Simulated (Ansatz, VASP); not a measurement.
RbNa: VASP beside Ansatz

The input INCAR:

```
PREC     = Accurate       # precision mode
ENCUT    = 600            # plane-wave cutoff, eV
EDIFF    = 1E-6           # SCF threshold, eV
ISMEAR   = 0              # smearing method
SIGMA    = 0.1            # smearing width, eV
LREAL    = F              # projectors in reciprocal space
LASPH    = T              # aspherical terms in the spheres
NELM     = 60             # most SCF steps
ALGO     = Normal         # electronic algorithm
ISIF     = 3              # what is computed and relaxed
LWAVE    = F              # write WAVECAR
LCHARG   = F              # write CHGCAR
GGA      = PE             # functional
IBRION   = 2              # ionic algorithm
NSW      = 90             # ionic steps
EDIFFG   = -0.04          # ionic threshold
```

The input KPOINTS:

```
regular mesh
0
Gamma
  4 4 4
```

File POSCAR:

```
RbNa
1.0
    3.9877225604      0.0000000000      0.0000000000
    0.0000000000      3.9877225604      0.0000000000
    0.0000000000      0.0000000000      3.9877225604
Rb Na
1 1
Direct
    0.0000000000      0.0000000000      0.0000000000
    0.5000000000      0.5000000000      0.5000000000
```

Input for Ansatz:

```yaml
crystal:
  lattice:
    - [3.9877225604, 0.0, 0.0]
    - [0.0, 3.9877225604, 0.0]
    - [0.0, 0.0, 3.9877225604]
  atoms:
    - { symbol: Rb, position: [0.0, 0.0, 0.0] }
    - { symbol: Na, position: [0.5, 0.5, 0.5] }
basis:
  ecutwfc: 420
kpoints:
  mp_grid: { grid: [4, 4, 4] }
hamiltonian:
  xc: pbe
scf:
  occupations: { method: gaussian, width: 0.1 }
  lower_state_search: "off"
output:
  forces: true
  stress: true
  eigenvalues: true
relax:
  adjacent_minimum: "off"
  f_tol: 0.04
  max_steps: 70
  cell: { stress_tol: 0.4 }
```

Alike in both runs: task relaxation of cell and atoms; functional PBE; k mesh 4 × 4 × 4; occupations gaussian, width 0.1 eV; no spin polarisation.

|  | VASP | Ansatz |
| --- | --- | --- |
| version | VASP 6.6.1 | Ansatz 0.2.0 |
| potentials or method | VASP PAW PBE potentials, release 64 (Rb_sv, Na_pv), cutoff 600 eV | scalar-relativistic, plane waves, PAW |
| valence electrons in the cell | 16 | 18 |

```csv
,VASP,Ansatz,Ansatz less VASP
"gap on the k mesh at the Fermi level, each at its own relaxed structure (eV)",none,none,-
relaxed volume (Å³/atom),61.50,61.84,+0.341
relaxed cell length with the largest relative difference (Å),4.973,4.982,+0.0092
```

A gap of «none» marks a metal or a gap that the smearing closes. VASP's potentials hold 16 valence electrons a cell and Ansatz's 18, so a difference there can come from the potentials and not from the codes.

The k mesh is coarse, so the values compare programs but aren't converged. Noted on VASP's run: the volume moved by over 15 % at a fixed basis, so the end points are rough.
